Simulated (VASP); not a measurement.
# LiH5 in VASP: further runs

The runs below take LiH5 through single point, relaxation of cell and atoms, with PBE.

All numbers are computed with VASP 6.6.1; they aren't measurements. Logs are shortened: lines on timing, memory, paths and dates and some standing lists are left out, and cuts for length are marked.

## Step 1: The cell of the first run

Symmetry: P3m1, No. 156, trigonal system. The conventional cell has a = 3.536 Å, b = 3.536 Å, c = 2.844 Å, α = 90.00°, β = 90.00°, γ = 120.00°. Within 2.7 Å of Li (site symmetry 3m) lie 21 H at 2.04 to 2.49 Å. H (site symmetry 3m) has 6 H at 1.68 Å and 3 Li at 2.04 Å within 2.2 Å. H (site symmetry m) has 3 H at 1.15 to 1.54 Å within 1.6 Å. Within 1.5 Å of H (site symmetry 3m) lie 3 H at 1.15 Å.

## Step 2: Single point, PBE

The input, INCAR:

```
SYSTEM = LiH5
  ALGO = Normal
  EDIFF = 1E-6
  ENCUT = 520
  GGA = PE
  ISIF = 2
  ISMEAR = 0
  LASPH = .TRUE.
  LCHARG = .FALSE.
  LREAL = .FALSE.
  LWAVE = .FALSE.
  NBANDS = 13
  NELM = 60
  PREC = Accurate
  SIGMA = 0.1
```

The input, KPOINTS:

```
k-points
0
G
  6 6 6
  0 0 0
```

The input, POSCAR:

```
LiH5
1.0
    3.5363259151      0.0000000024      0.0000000000
   -1.7681629597      3.0625480773      0.0000000000
    0.0000000000      0.0000000000      2.8441634249
Li H
1 5
Direct
    0.0000000000      0.0000000000      0.9151167292
    0.6666666667      0.3333333333     -0.0826311092
    0.5214906670      0.0429813341      0.4168090417
    0.5214906670      0.4785093330      0.4168090417
    0.9570186659      0.4785093330      0.4168090417
    0.3333333333      0.6666666667      0.4170872648
```

Potentials or basis: VASP PAW PBE potentials, release 64 (Li_sv, H).

Started as:

```bash
cat potpaw_PBE.64/Li_sv/POTCAR potpaw_PBE.64/H/POTCAR > POTCAR
mpirun -np 1 vasp_std > vasp.out
```

OUTCAR:

```text
SYSTEM = LiH5
   EDIFF = 1E-6
   ENCUT = 520
   GGA = PE
   ISIF = 2
   ISMEAR = 0
   LASPH = .TRUE.
   LREAL = .FALSE.
   NELM = 60
   PREC = Accurate

 ion  position               nearest neighbor table
   1  0.000  0.000  0.915-
   2  0.667  0.333  0.917-
   3  0.521  0.043  0.417-
   4  0.521  0.479  0.417-
   5  0.957  0.479  0.417-
   6  0.333  0.667  0.417-

  LATTYP: Found a hexagonal cell.
 ALAT       =     3.5363259151
 C/A-ratio  =     0.8042707299

  Lattice vectors:

 A1 = (   3.5363259151,   0.0000000024,   0.0000000000)
 A2 = (  -1.7681629597,   3.0625480773,   0.0000000000)
 A3 = (   0.0000000000,   0.0000000000,   2.8441634249)

Analysis of symmetry for initial positions (statically):
=====================================================================
 Subroutine PRICEL returns:
 Original cell was already a primitive cell.

 Routine SETGRP: Setting up the symmetry group for a
 hexagonal supercell.

 Subroutine GETGRP returns: Found  6 space group operations
 (whereof  6 operations were pure point group operations)
 out of a pool of 24 trial point group operations.

The static configuration has the point symmetry C_3v.

Analysis of symmetry for dynamics (positions and initial velocities):
=====================================================================
 Subroutine PRICEL returns:
 Original cell was already a primitive cell.

 Routine SETGRP: Setting up the symmetry group for a
 hexagonal supercell.

 Subroutine GETGRP returns: Found  6 space group operations
 (whereof  6 operations were pure point group operations)
 out of a pool of 24 trial point group operations.

The dynamic configuration has the point symmetry C_3v.

 Subroutine INISYM returns: Found  6 space group operations
 (whereof  6 operations are pure point group operations),
 and found     1 'primitive' translations

----------------------------------------------------------------------------------------

                                     Primitive cell

  volume of cell :      30.8028

  direct lattice vectors                    reciprocal lattice vectors
     3.536325915  0.000000002  0.000000000     0.282779366  0.163262743  0.000000000
    -1.768162960  3.062548077  0.000000000    -0.000000000  0.326525486  0.000000000
     0.000000000  0.000000000  2.844163425     0.000000000  0.000000000  0.351597236

  length of vectors
     3.536325915  3.536325915  2.844163425     0.326525486  0.326525486  0.351597236

  position of ions in fractional coordinates (direct lattice)
     0.000000000  0.000000000  0.915116729
     0.666666667  0.333333333  0.917368891
     0.521490667  0.042981334  0.416809042
     0.521490667  0.478509333  0.416809042
     0.957018666  0.478509333  0.416809042
     0.333333333  0.666666667  0.417087265

  ion indices of the primitive-cell ions
   primitive index   ion index
                 1           1
                 2           2
                 3           3
                 4           4
                 5           5
                 6           6

----------------------------------------------------------------------------------------

 KPOINTS: k-points

Automatic generation of k-mesh.
 Grid dimensions read from file:
 generate k-points for:    6    6    6

 Generating k-lattice:

  Cartesian coordinates                     Fractional coordinates (reciprocal lattice)
     0.047129894  0.027210457  0.000000000     0.166666667  0.000000000  0.000000000
    -0.000000000  0.054420914  0.000000000     0.000000000  0.166666667  0.000000000
     0.000000000  0.000000000  0.058599539     0.000000000  0.000000000  0.166666667

  Length of vectors
     0.054420914  0.054420914  0.058599539

  Shift w.r.t. Gamma in fractional coordinates (k-lattice)
     0.000000000  0.000000000  0.000000000

 Subroutine IBZKPT returns following result:
 ===========================================

 Found     34 irreducible k-points:

 Following reciprocal coordinates:
            Coordinates               Weight
  0.000000  0.000000  0.000000      1.000000
  0.166667  0.000000  0.000000      6.000000
  0.333333  0.000000  0.000000      6.000000
  0.500000  0.000000  0.000000      3.000000
  0.166667  0.166667  0.000000      6.000000
  0.333333  0.166667  0.000000     12.000000
[... 16 lines left out ...]
  0.500000  0.000000  0.333333      6.000000
  0.166667  0.166667  0.333333     12.000000
 [... further k-points ...]
   k-points           NKPTS =     34   k-points in BZ     NKDIM =     34   number of bands    NBANDS=     13
   number of dos      NEDOS =    301   number of ions     NIONS =      6
   total plane-waves  NPLWV =  18816
   dimension x,y,z NGX =    28 NGY =   28 NGZ =   24
   dimension x,y,z NGXF=    56 NGYF=   56 NGZF=   48
   ions per type =               1   5
   NGX,Y,Z   is equivalent  to a cutoff of  13.16, 13.16, 14.03 a.u.
   NGXF,Y,Z  is equivalent  to a cutoff of  26.33, 26.33, 28.06 a.u.
 SYSTEM =  LiH5
   PREC   = accura    normal or accurate (medium, high low for compatibility)
   ISTART =      0    job   : 0-new  1-cont  2-samecut
   ICHARG =      2    charge: 1-file 2-atom 10-const
   ISPIN  =      1    spin polarized calculation?
   LNONCOLLINEAR =      F non collinear calculations
   LSORBIT =      F    spin-orbit coupling
   LASPH  =      T    aspherical Exc in radial PAW
   ENCUT  =  520.0 eV  38.22 Ry    6.18 a.u.   6.58  6.58  5.29*2*pi/ulx,y,z
   NELM   =     60;   NELMIN=  2; NELMDL= -5     # of ELM steps
   EDIFF  = 0.1E-05   stopping-criterion for ELM
   LREAL  =      F    real-space projection
   EDIFFG = 0.1E-04   stopping-criterion for IOM
   NSW    =      0    number of steps for IOM
   IBRION =     -1    ionic relax: 0-MD 1-quasi-New 2-CG
   NFREE  =      0    steps in history (QN), initial steepest desc. (CG)
   ISIF   =      2    stress and relaxation
   ISYM   =      2    0-nonsym 1-usesym 2-fastsym
   POTIM  = 0.5000    time-step for ionic-motion
   TEBEG  =    0.0;   TEEND  =   0.0 temperature during run
   PSTRESS=    0.0 pullay stress
   NELECT =       8.0000    total number of electrons
   NUPDOWN=      -1.0000    fix difference up-down
   EMIN   =  10.00;   EMAX   =-10.00  energy-range for DOS
   EFERMI =   0.00;   METHOD = LEGACY
   ISMEAR =     0;   SIGMA  =   0.10  broadening in eV -4-tet -1-fermi 0-gaus
   EFERMI_NEDOS =   21; number of points for ismear=-14 and -15
   IALGO  =     38    algorithm
   IMIX   =      4    mixing-type and parameters
     AMIX     =   0.40;   BMIX     =  1.00
     AMIX_MAG =   1.60;   BMIX_MAG =  1.00
  volume/ion in A,a.u.               =       5.13        34.64
  Fermi-wavevector in a.u.,A,eV,Ry     =   1.044500  1.973818 14.843674  1.090979
  Thomas-Fermi vector in A             =   2.179255
   LORBIT       =      0    0 simple, 1 ext, 2 COOP (PROOUT), +10 PAW based schemes
   GGA     = PE    functional components
   LHFCALC =     F    Hartree Fock is set to
   AEXX    =    0.0000 exact exchange contribution
   IVDW    =     0    specifies the selected vdW correction
   LEPSILON=     F    determine dielectric tensor
   LRPA    =     F    only Hartree local field effects (RPA)
 non-spin polarized calculation
 Gauss-broadening in eV      SIGMA  =   0.10
  energy-cutoff  :      520.00
  volume of cell :       30.80
 maximum number of plane-waves:       863
 NGX is ok and might be reduce to    28
   NGX = 13   NGY = 13   NGZ = 11

 number of electron       7.9999995 magnetization

 Free energy of the ion-electron system (eV)
  ---------------------------------------------------
  ext. energy  EPLUGINS =         0.00000000
  ---------------------------------------------------
  free energy    TOTEN  =       -15.05308560 eV

  energy without entropy =      -15.04944538  energy(sigma->0) =      -15.05126549

 E-fermi :   1.4829     XC(G=0):  -9.2127

 val. band max:        1.4826727932   @ k =   0.3333   0.1667   0.5000
 cond. band min:       1.6423972849   @ k =   0.0000   0.3333   0.1667
 fundamental gap:      0.1597244918
 Fermi energy:         1.4828614302

 k-point     1 :       0.0000    0.0000    0.0000
  band No.  band energies     occupation
      1     -44.5399      2.00000
      2     -10.5408      2.00000
      3       0.8779      2.00000
      4       2.6377      0.00000
      5       2.6377      0.00000
      6       8.2058      0.00000
      7       8.2889      0.00000
      8       8.2889      0.00000
      9      10.5049      0.00000
     10      11.1757      0.00000
     11      19.3752      0.00000
     12      22.0081      0.00000
     13      22.0081      0.00000

 k-point     2 :       0.1667    0.0000    0.0000
  band No.  band energies     occupation
      1     -44.5390      2.00000
      2     -10.2013      2.00000
      3      -1.4196      2.00000
      4       2.0840      0.00000
      5       3.9055      0.00000
      6       7.3999      0.00000
      7       9.5102      0.00000
      8       9.6977      0.00000
      9      10.9402      0.00000
     10      12.6727      0.00000
     11      17.8186      0.00000
     12      21.0489      0.00000
     13      21.0853      0.00000
[... 321 lines left out ...]
 k-point    23 :       0.5000    0.0000    0.3333
  band No.  band energies     occupation
      1     -44.5260      2.00000
      2      -6.9542      2.00000
      3      -4.5951      2.00000
      4       0.3235      2.00000
      5       2.2562      0.00000
      6       5.7108      0.00000
      7       6.1905      0.00000
      8      10.5636      0.00000
      9      13.3049      0.00000
     10      15.1149      0.00000
     11      19.3641      0.00000
     12      19.9958      0.00000
     13      22.6353      0.00000

 k-point    24 :       0.1667    0.1667    0.3333
  band No.  band energies     occupation
      1     -44.5270      2.00000
      2      -8.2598      2.00000
      3      -2.4414      2.00000
      4       0.2474      2.00000
      5       2.0643      0.00000
      6       7.4835      0.00000
      7       8.1430      0.00000
      8       9.5378      0.00000
      9      10.9308      0.00000
     10      13.7115      0.00000
     11      17.1320      0.00000
     12      18.3472      0.00000
     13      20.1340      0.00000

 [... further k-points ...]

------------------------ aborting loop because EDIFF is reached ----------------------------------------

  FORCE on cell =-STRESS in cart. coord.  units (eV):
  Direction    XX          YY          ZZ          XY          YZ          ZX
  --------------------------------------------------------------------------------------
  -------------------------------------------------------------------------------------
  Total       -0.0372171     -0.0372171     -0.0887806      0.0000000      0.0000000     -0.0000000
  in kB       -1.9358123     -1.9358123     -4.6178418      0.0000000      0.0000000     -0.0000000
  external PRESSURE =      -2.8298221 kB  Pullay stress =       0.0000000 kB

 VOLUME and BASIS-vectors are now :
 -----------------------------------------------------------------------------
  energy-cutoff  :      520.00
  volume of cell :       30.80
      direct lattice vectors                 reciprocal lattice vectors
     3.536325915  0.000000002  0.000000000     0.282779366  0.163262743  0.000000000
    -1.768162960  3.062548077  0.000000000    -0.000000000  0.326525486  0.000000000
     0.000000000  0.000000000  2.844163425     0.000000000  0.000000000  0.351597236

 POSITION                                       TOTAL-FORCE (eV/Angst)
 -----------------------------------------------------------------------------------
      0.00000      0.00000      2.60274        -0.000000      0.000000      0.004203
      1.76816      1.02085      2.60915        -0.000000      0.000000     -0.001945
      1.76816      0.13163      1.18547        -0.000000      0.001270     -0.000459
      0.99808      1.46546      1.18547         0.001100     -0.000635     -0.000459
      2.53825      1.46546      1.18547        -0.001100     -0.000635     -0.000459
     -0.00000      2.04170      1.18626         0.000000     -0.000000     -0.000882
 -----------------------------------------------------------------------------------
    total drift:                                0.000000      0.000000     -0.000091

  FREE ENERGIE OF THE ION-ELECTRON SYSTEM (eV)
  ---------------------------------------------------
  free  energy   TOTEN  =       -15.0530856013 eV

  energy  without entropy=      -15.0494453787  energy(sigma->0) =      -15.05126549
```

It took 21 s on 1 thread of AMD EPYC 7R43 (Zen 3), shared host; peak memory 0.1 GiB.

Results:

```yaml
Free_energy: -15.0531 eV
Largest_force: 0.004 eV/Å
Band_gap_on_the_k_mesh: zero (bands 4 and 5 overlap by 3.51 eV)
```

Forces on the atoms (eV/Å):
```
Li   0.000  0.000  0.004
H    0.000  0.000 -0.002
H    0.000  0.001  0.000
H    0.001 -0.001  0.000
H   -0.001 -0.001  0.000
H    0.000  0.000 -0.001
```

Caveat: the k points lie up to 0.37 Å⁻¹ apart, too coarse for converged energies and pressures of a metal; the cutoff is under 1.25 times the usual one of these potentials, so pressure, stress and relaxed cells hold a basis-set (Pulay) error.

(Part 1 of 2 ends here.)

The gap in the log of VASP goes by the Fermi energy; the results here count the filled bands.